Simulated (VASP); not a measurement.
**Ti8Al23 (a cell with a defect): single point with PBE**

System: Ti8Al23 (a cell with a defect).

```
Ti Al
1.0
     7.68950    0.00000    0.00000
     0.00000    7.68950    0.00000
     0.00000    0.00000    8.62372
Ti Al
8 23
Direct
  0.99934 0.99983 0.00125
  0.25009 0.25070 0.49900
  0.00122 0.49990 0.99963
  0.25010 0.74923 0.49902
  0.50084 0.99987 0.00128
  0.75007 0.24890 0.50061
  0.49903 0.49987 0.99961
  0.75012 0.75103 0.50065
  0.00104 0.00000 0.49471
  0.25010 0.24887 0.00551
  0.00056 0.24955 0.25014
  0.25014 0.99991 0.75018
  0.00040 0.24956 0.75012
  0.49964 0.24945 0.25014
  0.99879 0.49996 0.49997
  0.25014 0.75084 0.00560
  0.00034 0.75020 0.25012
  0.25014 0.49990 0.75297
  0.00045 0.75028 0.75012
  0.25008 0.49992 0.25167
  0.49916 0.99994 0.49482
  0.75012 0.25118 0.00044
  0.75003 0.99997 0.74725
  0.49985 0.24963 0.75010
  0.75010 0.99995 0.24863
  0.50143 0.49995 0.49981
  0.75010 0.74860 0.00023
  0.49986 0.75030 0.25013
  0.75013 0.49992 0.75010
  0.49977 0.75013 0.75011
  0.75005 0.49983 0.25009
```

| Property | Result |
| --- | --- |
| Program | VASP 6.6.1 |
| Task | single point |
| Functional | PBE |
| Potentials or basis | VASP PAW PBE potentials, release 64 (Ti_sv, Al) |
| Cutoff | 520 eV |
| k mesh | 2 × 2 × 2 |
| Occupations | methfessel-paxton, width 0.1 eV |
| Spin | no spin polarisation |
| Dipole correction | no |
| Further INCAR settings | LREAL = Auto; ALGO = Normal; EDIFF = 1e-06; NBANDS = 104 |

The pressure is -0.5 GPa. The largest force is 0.021 eV/Å. The band gap on the k mesh is zero (an odd number of electrons rules out a gap without spin polarisation).

Forces in eV/Å, atoms in the order of the input:
```
Ti  -0.015  0.005  0.004
Ti   0.002  0.016  0.000
Ti  -0.007 -0.002 -0.002
Ti  -0.002 -0.020 -0.005
Ti   0.015  0.005  0.000
Ti   0.000  0.000  0.009
Ti   0.004 -0.002 -0.001
Ti  -0.002 -0.004  0.002
Al   0.003 -0.002  0.000
Al   0.001  0.000  0.000
Al   0.000 -0.002 -0.001
Al   0.000  0.001 -0.003
Al   0.002  0.000  0.000
Al   0.000  0.000 -0.001
Al   0.001 -0.001 -0.001
Al   0.000  0.003  0.000
Al   0.002  0.001  0.000
Al  -0.003 -0.001  0.005
Al   0.000 -0.001  0.000
Al   0.002  0.001 -0.001
Al  -0.003  0.000 -0.002
Al  -0.001  0.001 -0.005
Al   0.003 -0.003 -0.003
Al  -0.003  0.000  0.001
Al   0.001 -0.001  0.001
Al  -0.002  0.000  0.003
Al   0.000 -0.001  0.000
Al  -0.003 -0.001  0.000
Al   0.000  0.000  0.000
Al   0.002  0.003  0.000
Al   0.001  0.003  0.000
```

Stress tensor (GPa, compression positive):
```
-0.16  0.00  0.00
 0.00 -0.16  0.00
 0.00  0.00 -1.06
```

Levels at points of the mesh, in eV from the Fermi level:
```
           k point  band 78  band 79  band 80  band 81  band 82  band 83  band 84  band 85  band 86  band 87
(0.00, 0.00, 0.00)    -0.70    -0.41    -0.41    -0.22     0.18     0.29     0.40     0.56     0.56     0.80
(0.50, 0.00, 0.00)    -0.66    -0.61    -0.33    -0.26    -0.22    -0.21     0.03     0.19     0.42     0.82
(0.00, 0.50, 0.00)    -0.66    -0.61    -0.33    -0.26    -0.22    -0.21     0.03     0.19     0.42     0.82
(0.50, 0.50, 0.00)    -0.18    -0.18    -0.17    -0.16    -0.09    -0.09     0.42     0.43     0.44     0.55
(0.00, 0.00, 0.50)    -0.16    -0.13    -0.08    -0.08     0.22     0.55     0.58     0.67     0.68     0.94
(0.50, 0.00, 0.50)    -0.25    -0.25    -0.21    -0.21    -0.02     0.17     0.24     0.29     0.34     0.35
(0.00, 0.50, 0.50)    -0.25    -0.25    -0.21    -0.21    -0.02     0.17     0.24     0.29     0.34     0.35
(0.50, 0.50, 0.50)    -0.55    -0.55    -0.42    -0.19    -0.19    -0.19    -0.11    -0.08     0.15     0.15
```

It took 8.5 min on 1 thread of Intel(R) Xeon(R) 6975P-C (Granite Rapids) (shared host), peak memory 0.65 GiB.

Caveat: the k points lie up to 0.41 Å⁻¹ apart, too coarse for converged energies and pressures of a metal.
